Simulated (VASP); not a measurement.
# MgSi3N2 (P-6m2) in VASP: notebook

Runs on MgSi3N2. Level: PBE. Tasks: single point, relaxation of cell and atoms.

All numbers are computed with VASP 6.6.1; they aren't measurements. Logs are shortened: lines on timing, memory, paths and dates and some standing lists are left out, and cuts for length are marked.

## (1) The cell of the first run

Symmetry: P-6m2, No. 187, hexagonal system. The conventional cell has a = 5.258 Å, b = 5.258 Å, c = 4.888 Å, α = 90.00°, β = 90.00°, γ = 120.00°. Mg (site symmetry -6m2) has 5 Si at 2.44 to 3.04 Å and 6 N at 3.09 Å within 3.2 Å. Si (site symmetry -6m2) has 2 Mg at 2.44 Å and 3 Si at 3.04 Å within 3.2 Å. Within 3.2 Å of Si (site symmetry -6m2) lie 2 Si at 2.44 Å and 3 Mg at 3.04 Å and 6 N at 3.09 Å. Within 3.2 Å of Si (site symmetry -6m2) lie 5 Si at 2.44 to 3.04 Å. Within 1.5 Å of N (site symmetry 3m) lie 1 N at 1.12 Å.

The cell was built from a structure type or drawn by symmetry, and may not be a known phase.

## (2) Single point, PBE, collinear spin, ferromagnetic start

INCAR

```
PREC = Accurate
ENCUT = 520
EDIFF = 1E-6
ISMEAR = 0
SIGMA = 0.1
LREAL = False
LASPH = True
NELM = 150
ALGO = Normal
ISIF = 2
LWAVE = False
LCHARG = True
ISPIN = 2
MAGMOM = 0 0 0 0 1 1
LORBIT = 11
GGA = PE
LELF = True
LVHAR = True
NBANDS = 25
```

KPOINTS

```
regular mesh
0
Gamma
  6 6 2
```

POSCAR

```
MgSi3N2
1.0
    5.2575524988      0.0000000042      0.0000000000
   -2.6287762530      4.5531740236      0.0000000000
    0.0000000000      0.0000000000      4.8875668081
Mg Si N
1 3 2
Direct
    0.6666666667      0.3333333333      0.0000000000
    0.6666666667      0.3333333333      0.5000000000
    0.0000000000      0.0000000000      0.0000000000
    0.0000000000      0.0000000000      0.5000000000
    0.3333333333      0.6666666667      0.1143402026
    0.3333333333      0.6666666667      0.8856597974
```

Potentials or basis: VASP PAW PBE potentials, release 64 (Mg, Si, N).

Started as:

```
> cat potpaw_PBE.64/Mg/POTCAR potpaw_PBE.64/Si/POTCAR potpaw_PBE.64/N/POTCAR > POTCAR
> mpirun -np 1 vasp_std > vasp.out
```

OUTCAR:

```text
PREC = Accurate
   ENCUT = 520
   EDIFF = 1E-6
   ISMEAR = 0
   LREAL = False
   LASPH = True
   NELM = 150
   ISIF = 2
   ISPIN = 2
   LORBIT = 11
   GGA = PE

 ion  position               nearest neighbor table
   1  0.667  0.333  0.000-   2 2.44   2 2.44   3 3.04   3 3.04   3 3.04
   2  0.667  0.333  0.500-   1 2.44   1 2.44   4 3.04   4 3.04   4 3.04
   3  0.000  0.000  0.000-   4 2.44   4 2.44   1 3.04   1 3.04   1 3.04
   4  0.000  0.000  0.500-   3 2.44   3 2.44   2 3.04   2 3.04   2 3.04
   5  0.333  0.667  0.114-   6 1.12
   6  0.333  0.667  0.886-   5 1.12

  LATTYP: Found a hexagonal cell.
 ALAT       =     5.2575524988
 C/A-ratio  =     0.9296277706

  Lattice vectors:

 A1 = (   5.2575524988,   0.0000000042,   0.0000000000)
 A2 = (  -2.6287762530,   4.5531740236,   0.0000000000)
 A3 = (   0.0000000000,   0.0000000000,   4.8875668081)

Analysis of symmetry for initial positions (statically):
=====================================================================
 Subroutine PRICEL returns:
 Original cell was already a primitive cell.

 Routine SETGRP: Setting up the symmetry group for a
 hexagonal supercell.

 Subroutine GETGRP returns: Found 12 space group operations
 (whereof 12 operations were pure point group operations)
 out of a pool of 24 trial point group operations.

The static configuration has the point symmetry D_3h.

Analysis of symmetry for dynamics (positions and initial velocities):
=====================================================================
 Subroutine PRICEL returns:
 Original cell was already a primitive cell.

 Routine SETGRP: Setting up the symmetry group for a
 hexagonal supercell.

 Subroutine GETGRP returns: Found 12 space group operations
 (whereof 12 operations were pure point group operations)
 out of a pool of 24 trial point group operations.

The dynamic configuration has the point symmetry D_3h.

Analysis of structural, dynamic, and magnetic symmetry:
=====================================================================
 Subroutine PRICEL returns:
 Original cell was already a primitive cell.

 Routine SETGRP: Setting up the symmetry group for a
 hexagonal supercell.

 Subroutine GETGRP returns: Found 12 space group operations
 (whereof 12 operations were pure point group operations)
 out of a pool of 24 trial point group operations.

The overall configuration has the point symmetry D_3h.

 Subroutine INISYM returns: Found 12 space group operations
 (whereof 12 operations are pure point group operations),
 and found     1 'primitive' translations

----------------------------------------------------------------------------------------

                                     Primitive cell

  volume of cell :     117.0013

  direct lattice vectors                    reciprocal lattice vectors
     5.257552499  0.000000004  0.000000000     0.190202570  0.109813505  0.000000000
    -2.628776253  4.553174024  0.000000000    -0.000000000  0.219627011  0.000000000
     0.000000000  0.000000000  4.887566808     0.000000000  0.000000000  0.204600784

  length of vectors
     5.257552499  5.257552499  4.887566808     0.219627011  0.219627011  0.204600784

  position of ions in fractional coordinates (direct lattice)
     0.666666667  0.333333333  0.000000000
     0.666666667  0.333333333  0.500000000
     0.000000000  0.000000000  0.000000000
     0.000000000  0.000000000  0.500000000
     0.333333333  0.666666667  0.114340203
     0.333333333  0.666666667  0.885659797

  ion indices of the primitive-cell ions
   primitive index   ion index
                 1           1
                 2           2
                 3           3
                 4           4
                 5           5
                 6           6

----------------------------------------------------------------------------------------

 KPOINTS: regular mesh

Automatic generation of k-mesh.
 Grid dimensions read from file:
 generate k-points for:    6    6    2

 Generating k-lattice:

  Cartesian coordinates                     Fractional coordinates (reciprocal lattice)
     0.031700428  0.018302251  0.000000000     0.166666667  0.000000000  0.000000000
    -0.000000000  0.036604502  0.000000000     0.000000000  0.166666667  0.000000000
     0.000000000  0.000000000  0.102300392     0.000000000  0.000000000  0.500000000

  Length of vectors
     0.036604502  0.036604502  0.102300392

  Shift w.r.t. Gamma in fractional coordinates (k-lattice)
     0.000000000  0.000000000  0.000000000

 Subroutine IBZKPT returns following result:
 ===========================================

 Found     14 irreducible k-points:

 Following reciprocal coordinates:
            Coordinates               Weight
  0.000000  0.000000  0.000000      1.000000
  0.166667 -0.000000  0.000000      6.000000
  0.333333  0.000000  0.000000      6.000000
  0.500000  0.000000  0.000000      3.000000
  0.166667  0.166667  0.000000      6.000000
  0.333333  0.166667  0.000000     12.000000
  0.333333  0.333333  0.000000      2.000000
  0.000000  0.000000  0.500000      1.000000
  0.166667 -0.000000  0.500000      6.000000
  0.333333  0.000000  0.500000      6.000000
  0.500000  0.000000  0.500000      3.000000
  0.166667  0.166667  0.500000      6.000000
  0.333333  0.166667  0.500000     12.000000
  0.333333  0.333333  0.500000      2.000000
   k-points           NKPTS =     14   k-points in BZ     NKDIM =     14   number of bands    NBANDS=     25
   number of dos      NEDOS =    301   number of ions     NIONS =      6
   total plane-waves  NPLWV =  57600
   dimension x,y,z NGX =    40 NGY =   40 NGZ =   36
   dimension x,y,z NGXF=    80 NGYF=   80 NGZF=   72
   ions per type =               1   3   2
   NGX,Y,Z   is equivalent  to a cutoff of  12.65, 12.65, 12.25 a.u.
   NGXF,Y,Z  is equivalent  to a cutoff of  25.30, 25.30, 24.49 a.u.
 SYSTEM =  unknown system
   PREC   = accura    normal or accurate (medium, high low for compatibility)
   ISTART =      0    job   : 0-new  1-cont  2-samecut
   ICHARG =      2    charge: 1-file 2-atom 10-const
   ISPIN  =      2    spin polarized calculation?
   LNONCOLLINEAR =      F non collinear calculations
   LSORBIT =      F    spin-orbit coupling
   LASPH  =      T    aspherical Exc in radial PAW
   ENCUT  =  520.0 eV  38.22 Ry    6.18 a.u.   9.78  9.78  9.09*2*pi/ulx,y,z
   NELM   =    150;   NELMIN=  2; NELMDL= -5     # of ELM steps
   EDIFF  = 0.1E-05   stopping-criterion for ELM
   LREAL  =      F    real-space projection
   EDIFFG = 0.1E-04   stopping-criterion for IOM
   NSW    =      0    number of steps for IOM
   IBRION =     -1    ionic relax: 0-MD 1-quasi-New 2-CG
   NFREE  =      0    steps in history (QN), initial steepest desc. (CG)
   ISIF   =      2    stress and relaxation
   ISYM   =      2    0-nonsym 1-usesym 2-fastsym
   POTIM  = 0.5000    time-step for ionic-motion
   TEBEG  =    0.0;   TEEND  =   0.0 temperature during run
   PSTRESS=    0.0 pullay stress
   NELECT =      24.0000    total number of electrons
   NUPDOWN=      -1.0000    fix difference up-down
   EMIN   =  10.00;   EMAX   =-10.00  energy-range for DOS
   EFERMI =   0.00;   METHOD = LEGACY
   ISMEAR =     0;   SIGMA  =   0.10  broadening in eV -4-tet -1-fermi 0-gaus
   EFERMI_NEDOS =   21; number of points for ismear=-14 and -15
   IALGO  =     38    algorithm
   IMIX   =      4    mixing-type and parameters
     AMIX     =   0.40;   BMIX     =  1.00
     AMIX_MAG =   1.60;   BMIX_MAG =  1.00
  volume/ion in A,a.u.               =      19.50       131.59
  Fermi-wavevector in a.u.,A,eV,Ry     =   0.965491  1.824514 12.682991  0.932174
  Thomas-Fermi vector in A             =   2.095213
   LORBIT       =     11    0 simple, 1 ext, 2 COOP (PROOUT), +10 PAW based schemes
   GGA     = PE    functional components
   LHFCALC =     F    Hartree Fock is set to
   AEXX    =    0.0000 exact exchange contribution
   IVDW    =     0    specifies the selected vdW correction
   LEPSILON=     F    determine dielectric tensor
   LRPA    =     F    only Hartree local field effects (RPA)
 spin polarized calculation
 Gauss-broadening in eV      SIGMA  =   0.10
  energy-cutoff  :      520.00
  volume of cell :      117.00
 maximum number of plane-waves:      3187
 NGX is ok and might be reduce to    40
   NGX = 19   NGY = 19   NGZ = 19

 number of electron      24.0000000 magnetization       0.0000315

 number of electron      24.0000000 magnetization      -0.0000084

 Free energy of the ion-electron system (eV)
  ---------------------------------------------------
  ext. energy  EPLUGINS =         0.00000000
  ---------------------------------------------------
  free energy    TOTEN  =       -30.19937070 eV

  energy without entropy =      -30.19610083  energy(sigma->0) =      -30.19773577

 E-fermi :   3.6546     XC(G=0):  -8.9432

 val. band max:        3.4630665069   @ k =   0.3333   0.1667   0.5000
 cond. band min:       3.7210140988   @ k =   0.1667  -0.0000   0.5000
 fundamental gap:      0.2579475918
 Fermi energy:         3.6545727528

 spin component 1

 k-point     1 :       0.0000    0.0000    0.0000
  band No.  band energies     occupation
      1     -20.4491      1.00000
      2      -6.3176      1.00000
      3      -5.8299      1.00000
      4      -4.1579      1.00000
      5      -4.1579      1.00000
      6      -2.5500      1.00000
[... 16 lines left out ...]
     23      10.6454      0.00000
     24      11.0486      0.00000

 k-point     2 :       0.1667   -0.0000    0.0000
  band No.  band energies     occupation
      1     -20.4483      1.00000
      2      -6.2581      1.00000
      3      -5.8196      1.00000
      4      -4.1799      1.00000
      5      -4.1166      1.00000
      6      -2.8139      1.00000
[... 16 lines left out ...]
     23      10.8429      0.00000
     24      11.3073      0.00000
[... 295 lines left out ...]
     23      10.6833      0.00000
     24      11.2659      0.00000

 k-point    14 :       0.3333    0.3333    0.5000
  band No.  band energies     occupation
      1     -20.4439      1.00000
      2      -5.9832      1.00000
      3      -5.0217      1.00000
      4      -4.3395      1.00000
      5      -4.0903      1.00000
      6      -3.4287      1.00000
[... 16 lines left out ...]
     23      10.8805      0.00000
     24      11.0219      0.00000
 Fermi energy:         3.6545727528

 spin component 2

 k-point     1 :       0.0000    0.0000    0.0000
  band No.  band energies     occupation
      1     -20.4491      1.00000
      2      -6.3176      1.00000
      3      -5.8299      1.00000
      4      -4.1579      1.00000
      5      -4.1579      1.00000
      6      -2.5500      1.00000
[... 16 lines left out ...]
     23      10.6453      0.00000
     24      11.0486      0.00000

 k-point     2 :       0.1667   -0.0000    0.0000
  band No.  band energies     occupation
      1     -20.4483      1.00000
      2      -6.2581      1.00000
      3      -5.8195      1.00000
      4      -4.1799      1.00000
      5      -4.1166      1.00000
      6      -2.8139      1.00000
[... 16 lines left out ...]
     23      10.8428      0.00000
     24      11.3073      0.00000
[... 295 lines left out ...]
     23      10.6832      0.00000
     24      11.2659      0.00000

 k-point    14 :       0.3333    0.3333    0.5000
  band No.  band energies     occupation
      1     -20.4439      1.00000
      2      -5.9832      1.00000
      3      -5.0217      1.00000
      4      -4.3395      1.00000
      5      -4.0903      1.00000
      6      -3.4287      1.00000
[... 16 lines left out ...]
     23      10.8805      0.00000
     24      11.0219      0.00000
 [bands above 24 left out]

------------------------ aborting loop because EDIFF is reached ----------------------------------------

  FORCE on cell =-STRESS in cart. coord.  units (eV):
  Direction    XX          YY          ZZ          XY          YZ          ZX
  --------------------------------------------------------------------------------------
  -------------------------------------------------------------------------------------
  Total       -0.0633326     -0.0633326      1.4925391     -0.0000000      0.0000000     -0.0000000
  in kB       -0.8672563     -0.8672563     20.4383454     -0.0000000      0.0000000     -0.0000000
  external PRESSURE =       6.2346109 kB  Pullay stress =       0.0000000 kB

 VOLUME and BASIS-vectors are now :
 -----------------------------------------------------------------------------
  energy-cutoff  :      520.00
  volume of cell :      117.00
      direct lattice vectors                 reciprocal lattice vectors
     5.257552499  0.000000004  0.000000000     0.190202570  0.109813505  0.000000000
    -2.628776253  4.553174024  0.000000000    -0.000000000  0.219627011  0.000000000
     0.000000000  0.000000000  4.887566808     0.000000000  0.000000000  0.204600784

 POSITION                                       TOTAL-FORCE (eV/Angst)
 -----------------------------------------------------------------------------------
      2.62878      1.51772      0.00000         0.000000      0.000000      0.000000
      2.62878      1.51772      2.44378         0.000000     -0.000000      0.000000
      0.00000      0.00000      0.00000         0.000000     -0.000000      0.000000
      0.00000      0.00000      2.44378         0.000000     -0.000000      0.000000
     -0.00000      3.03545      0.55885        -0.000000      0.000000      1.418562
     -0.00000      3.03545      4.32872        -0.000000     -0.000000     -1.418562
 -----------------------------------------------------------------------------------
    total drift:                                0.000001     -0.000001     -0.000000

  FREE ENERGIE OF THE ION-ELECTRON SYSTEM (eV)
  ---------------------------------------------------
  free  energy   TOTEN  =       -30.1993707009 eV

  energy  without entropy=      -30.1961008301  energy(sigma->0) =      -30.19773577

 total charge

# of ion       s       p       d       tot
------------------------------------------
    1        0.184   0.162   0.024   0.369
    2        0.883   0.723   0.000   1.606
    3        0.858   0.732   0.000   1.590
    4        0.863   0.665   0.000   1.528
    5        1.375   2.479   0.000   3.853
    6        1.375   2.479   0.000   3.853
--------------------------------------------------
tot          5.537   7.240   0.024  12.801

 magnetization (x)

# of ion       s       p       d       tot
------------------------------------------
    1       -0.000  -0.000  -0.000  -0.000
    2       -0.000   0.000   0.000   0.000
    3        0.000  -0.000   0.000  -0.000
    4        0.000   0.000   0.000   0.000
    5       -0.000  -0.000   0.000  -0.000
    6       -0.000  -0.000   0.000  -0.000
--------------------------------------------------
tot         -0.000  -0.000  -0.000  -0.000
```

It took 39 s on 1 thread of Intel Xeon 6975P-C (Granite Rapids), shared host; peak memory 0.3 GiB.

What came out:

```yaml
Free_energy: -30.1994 eV
Pressure: 0.6 GPa
Largest_force: 1.419 eV/Å
Band_gap_on_the_k_mesh: zero (filled and empty bands overlap)
Net_moment: 0.00 μB per cell
Valence_electrons_inside_the_program's_atomic_spheres: Mg 0.37; Si 1.61, 1.59, 1.53; N 3.85
```

Forces on the atoms (eV/Å):
```
Mg   0.000  0.000  0.000
Si   0.000  0.000  0.000
Si   0.000  0.000  0.000
Si   0.000  0.000  0.000
N    0.000  0.000  1.419
N    0.000  0.000 -1.419
```

Levels at points of the mesh, in eV from the Fermi level:
Spin up:
| k point | band 9 | band 10 | band 11 | band 12 | band 13 | band 14 | band 15 | band 16 |
| --- | --- | --- | --- | --- | --- | --- | --- | --- |
| (0.00, 0.00, 0.00) | -3.34 | -2.45 | -2.45 | -0.23 | 1.15 | 1.15 | 1.62 | 1.62 |
| (0.50, 0.00, 0.00) | -3.24 | -2.49 | -1.18 | -0.97 | 0.43 | 1.34 | 1.57 | 2.26 |
| (0.00, 0.00, 0.50) | -1.88 | -1.42 | -1.42 | -0.68 | -0.68 | 0.39 | 0.39 | 2.85 |
| (0.50, 0.00, 0.50) | -3.19 | -2.18 | -0.41 | -0.26 | 0.93 | 1.69 | 2.08 | 2.59 |
Spin down:
| k point | band 9 | band 10 | band 11 | band 12 | band 13 | band 14 | band 15 | band 16 |
| --- | --- | --- | --- | --- | --- | --- | --- | --- |
| (0.00, 0.00, 0.00) | -3.34 | -2.45 | -2.45 | -0.23 | 1.15 | 1.15 | 1.62 | 1.62 |
| (0.50, 0.00, 0.00) | -3.24 | -2.49 | -1.18 | -0.97 | 0.43 | 1.34 | 1.57 | 2.26 |
| (0.00, 0.00, 0.50) | -1.88 | -1.42 | -1.42 | -0.68 | -0.68 | 0.39 | 0.39 | 2.85 |
| (0.50, 0.00, 0.50) | -3.19 | -2.18 | -0.41 | -0.26 | 0.93 | 1.69 | 2.08 | 2.59 |

Caveat: the k points lie up to 0.64 Å⁻¹ apart, too coarse for converged energies and pressures of a metal; the standard files for N, O and F lose accuracy on very short bonds; forces of over 1 eV/Å act on the atoms, so gaps and moduli don't describe the material at rest.

[end of part 1 of 2]
